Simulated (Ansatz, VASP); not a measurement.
# CaScC6N6 in VASP and in Ansatz

```
CELL_PARAMETERS angstrom
0.00000 5.95064 5.95064
5.95064 0.00000 5.95064
5.95064 5.95064 0.00000
ATOMIC_POSITIONS crystal
Ca 0.00000 0.00000 0.00000
Sc 0.50000 0.50000 0.50000
C 0.78268 0.21732 0.21732
C 0.21732 0.78268 0.21732
C 0.21732 0.21732 0.78268
C 0.21732 0.78268 0.78268
C 0.78268 0.21732 0.78268
C 0.78268 0.78268 0.21732
N 0.68428 0.31572 0.31572
N 0.31572 0.68428 0.31572
N 0.31572 0.31572 0.68428
N 0.31572 0.68428 0.68428
N 0.68428 0.31572 0.68428
N 0.68428 0.68428 0.31572
```

Alike in both runs: functional PBE; k mesh 4 × 4 × 4; occupations gaussian, width 0.1 eV; no spin polarisation.

Ansatz relaxed the structure, and its values are those at the end. VASP's run is a single point on that final structure, the one shown.

|  | VASP | Ansatz |
| --- | --- | --- |
| version | VASP 6.6.1 | Ansatz 0.2.0 |
| potentials or method | VASP PAW PBE potentials, release 64 (Ca_sv, Sc_sv, C, N), cutoff 520 eV | scalar-relativistic, plane waves, PAW |
| valence electrons in the cell | 75 | 75 |

Ansatz gave:

| Quantity | Value |
| --- | --- |
| gap on the k mesh at the Fermi level (eV) | none |
| pressure (GPa) | 0.0 |
| rms of the force components (eV/Å) | 0.005 |

Question: Which values does VASP return?

Answer: gap on the k mesh at the Fermi level (eV): none; pressure (GPa): 0.4; rms of the force components (eV/Å): 0.203.

A gap of «none» marks a metal or a gap that the smearing closes. One of these differences is far larger than is usual between the two programs; its cause wasn't traced.

Noted on VASP's run: the standard files for N, O and F lose accuracy on very short bonds.
